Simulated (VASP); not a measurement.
Set up this calculation in VASP 6.6.1, as the native input.

```yaml
Task: single point
Functional: HSE06
Potentials_or_basis: VASP PAW PBE potentials, release 64 (Mg, S)
Cutoff: 520 eV
k_mesh: 6 × 6 × 6
Occupations: gaussian, width 0.01 eV
Spin: no spin polarisation
Dipole_correction: no
Grid_for_exact_exchange_PRECFOCK: Normal
Further_INCAR_settings: ALGO = Normal; EDIFF = 1e-07; NBANDS = 11
Share_of_exact_exchange: 0.25
Screening_parameter: 0.2079 1/Å
```

Crystal: MgS.

```
Mg S
1.0
     0.00000    2.60152    2.60152
     2.60152    0.00000    2.60152
     2.60152    2.60152    0.00000
Mg S
1 1
Direct
  0.00000 0.00000 0.00000
  0.50000 0.50000 0.50000
```

One way to write it, as run:

POSCAR

```
MgS
1.0
    0.0000000000      2.6015179369      2.6015179369
    2.6015179369      0.0000000000      2.6015179369
    2.6015179369      2.6015179369      0.0000000000
Mg S
1 1
Direct
    0.0000000000      0.0000000000      0.0000000000
    0.5000000000      0.5000000000      0.5000000000
```

INCAR.step1

```
SYSTEM = MgS
ALGO = Normal ; EDIFF = 1E-5
ENCUT = 520 ; GGA = PE
ISIF = 2 ; ISMEAR = 0
LASPH = .True. ; LCHARG = .False.
LREAL = .False. ; LWAVE = .True.
NBANDS = 11 ; NELM = 80
PREC = Accurate ; SIGMA = 0.01
```

INCAR.step2

```
SYSTEM = MgS
ALGO = Normal ; EDIFF = 1E-7
ENCUT = 520 ; GGA = PE
HFSCREEN = 0.2079 ; ISIF = 2
ISMEAR = 0 ; ISTART = 1
LASPH = .True. ; LCHARG = .False.
LHFCALC = .True. ; LREAL = .False.
LWAVE = .False. ; NBANDS = 11
NELM = 80 ; PREC = Accurate
PRECFOCK = Normal ; SIGMA = 0.01
```

KPOINTS

```
k-points
0
Gamma
  6 6 6
  0 0 0
```

Potentials or basis: VASP PAW PBE potentials, release 64 (Mg, S).

The run is started by

```console
$ cat potpaw_PBE.64/Mg/POTCAR potpaw_PBE.64/S/POTCAR > POTCAR
$ cp INCAR.step1 INCAR
$ mpirun -np 1 vasp_std > vasp.out
$ cp INCAR.step2 INCAR
$ mpirun -np 1 vasp_std > vasp.out
```

Results of the run:

The pressure is -0.7 GPa and the band gap on the k mesh is 3.75 eV (least direct gap 4.80 eV).

Caveat: the PAW data sets were made with another functional, which shifts forces and pressure a little.

It took 13 min on 1 thread of Intel(R) Xeon(R) Platinum 8375C CPU @ 2.90GHz (Ice Lake) (shared host), peak memory 0.28 GiB.
